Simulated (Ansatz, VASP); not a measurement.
C in VASP and in Ansatz

INCAR

```
ALGO = Normal
EDIFF = 1E-6
ENCUT = 520
GGA = CA
GGA_COMPAT = False
ISIF = 2
ISMEAR = -1
LASPH = True
LCHARG = False
LREAL = False
LWAVE = False
NBANDS = 21
NELM = 120
NELMDL = -8
PREC = Accurate
SIGMA = 0.02
```

The input KPOINTS:

```
k-points
0
Gamma
  10 7 1
```

Contents of POSCAR:

```
C
1.0
    2.4973237396      0.0000000000      0.0000000000
    0.0000000000      3.5317491022      0.0000000000
    0.0000000000      0.0000000000     18.4973000000
C
6
Direct
    0.7500000000      0.0979653236      0.4395642448
    0.2500000000      0.9020346764      0.4395642448
    0.2500000000      0.6098837583      0.5000000004
    0.7500000000      0.3901162417      0.5000000004
    0.7500000000      0.0979653236      0.5604357548
    0.2500000000      0.9020346764      0.5604357548
```

Input for Ansatz:

```yaml
crystal:
  lattice:
    - [2.4973237396, 0.0, 0.0]
    - [0.0, 3.5317491022, 0.0]
    - [0.0, 0.0, 18.4973]
  atoms:
    - { symbol: C, position: [0.75, 0.0979653236, 0.4395642448] }
    - { symbol: C, position: [0.25, 0.9020346764, 0.4395642448] }
    - { symbol: C, position: [0.25, 0.6098837583, 0.5000000004] }
    - { symbol: C, position: [0.75, 0.3901162417, 0.5000000004] }
    - { symbol: C, position: [0.75, 0.0979653236, 0.5604357548] }
    - { symbol: C, position: [0.25, 0.9020346764, 0.5604357548] }
kpoints:
  mp_grid: { grid: [10, 7, 1] }
scf:
  occupations: { method: fermi_dirac, width: 0.02 }
hamiltonian:
  xc: lda
  pseudopotentials: { kind: paw }
output:
  forces: true
  stress: true
  eigenvalues: true
  core_levels:
    shells: { C: ["1s"] }
    counted_from: conduction_bottom
    add_spin: false
```

Alike in both runs: task single point; functional LDA; k mesh 10 × 7 × 1; occupations fermi-dirac, width 0.02 eV; no spin polarisation.

|  | VASP | Ansatz |
| --- | --- | --- |
| version | VASP 6.6.1 | Ansatz 0.2.0 |
| potentials or method | VASP PAW LDA potentials, release 64 (C) | PAW with Ansatz's default frozen-core files, scalar-relativistic |
| plane-wave cutoff (eV) | 520 | 420 |
| valence electrons in the cell | 24 | 24 |

|  | VASP | Ansatz | Ansatz less VASP |
| --- | --- | --- | --- |
| rms of the force components (eV/Å) | 0.029 | 0.002 | -0.0270 |

LDA's correlation is that of Perdew and Zunger in VASP and of Perdew and Wang (1992) in Ansatz. Atom by atom the forces differ by 0.028 eV/Å (rms over components).
